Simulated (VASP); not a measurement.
Set up this calculation in VASP 6.6.1, as the native input.

```
Task                   : single point
Functional             : PBE
Potentials or basis    : VASP PAW PBE potentials, release 64 (Mn_pv, O)
Cutoff                 : 520 eV
k mesh                 : 10 × 10 × 10
Occupations            : fermi-dirac, width 0.05 eV
Spin                   : collinear spin, ferromagnetic start
Starting moments       : [5.0, 0.0] μB
Dipole correction      : no
Further INCAR settings : ALGO = Normal; EDIFF = 1e-07; NBANDS = 20
```

The structure of MnO lies in POSCAR:

```
MnO
1.0
    2.6178348084      0.0000000000      0.0000000000
    0.0000000000      2.6178348084      0.0000000000
    0.0000000000      0.0000000000      2.6178348084
Mn O
1 1
Direct
    0.0000000000      0.0000000000      0.0000000000
    0.5000000000      0.5000000000      0.5000000000
```

These files were run (other wordings do the same):

INCAR

```
PREC = Accurate
ENCUT = 520
EDIFF = 1E-7
ISMEAR = -1
SIGMA = 0.05
LREAL = False
LASPH = True
NELM = 150
ALGO = Normal
ISIF = 2
LWAVE = False
LCHARG = False
ISPIN = 2
MAGMOM = 5 0
LORBIT = 11
LMAXMIX = 4
GGA = PE
NBANDS = 20
```

KPOINTS

```
regular mesh
0
Gamma
  10 10 10
```

Potentials or basis: VASP PAW PBE potentials, release 64 (Mn_pv, O).

Command:

```bash
$ cat potpaw_PBE.64/Mn_pv/POTCAR potpaw_PBE.64/O/POTCAR > POTCAR
$ mpirun -np 1 vasp_std > vasp.out
```

Results of the run:

```yaml
Pressure: 8.9 GPa
Net_moment: 3.62 μB per cell
Site_moments: Mn +3.43; O +0.05 μB
Valence_electrons_inside_the_program's_atomic_spheres: Mn 11.55; O 4.96
```

Caveat: the cell stands under pressure; a cell with one magnetic atom can't hold antiferromagnetic order, which such compounds often take.

Run time: 32 s on 1 thread of Intel(R) Xeon(R) Platinum 8375C CPU @ 2.90GHz (Ice Lake), on a shared host, peak memory 0.15 GiB.
